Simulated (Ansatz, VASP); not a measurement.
## One calculation of Tl, two programs

```xyz
2
Lattice="3.4560 0.0000 0.0000 -1.7280 2.9930 0.0000 0.0000 0.0000 5.5250" Properties=species:S:1:pos:R:3 pbc="T T T"
Tl    0.0000    1.9953    1.3813
Tl    1.7634    1.0330    4.1438
```

Alike in both runs: task electric field gradients; functional PBE; k mesh 11 × 11 × 6; occupations fermi-dirac, width 0.05 eV; no spin polarisation.

|  | VASP | Ansatz |
| --- | --- | --- |
| version | VASP 6.6.1 | Ansatz 0.2.0 |
| potentials or method | VASP PAW PBE potentials, release 64 (Tl_d), cutoff 520 eV | all-electron PAW with datasets made for the crystal, scalar-relativistic |

```tsv
	VASP	Ansatz	Ansatz less VASP
pressure (GPa)	3.1	3.2	+0.07
traceless stress, the component that is largest in VASP (GPa)	-0.17	-0.17	-0.004
rms of the force components (eV/Å)	0.009	0.009	0.0000
size of Vzz on the site where it differs most (V/Å²)	23.2	24.0	+0.89
```

Atom by atom the forces differ by 0.000 eV/Å (rms over components). Ansatz ran all-electron here, and VASP with PAW potentials.

Spin-orbit coupling is off throughout.
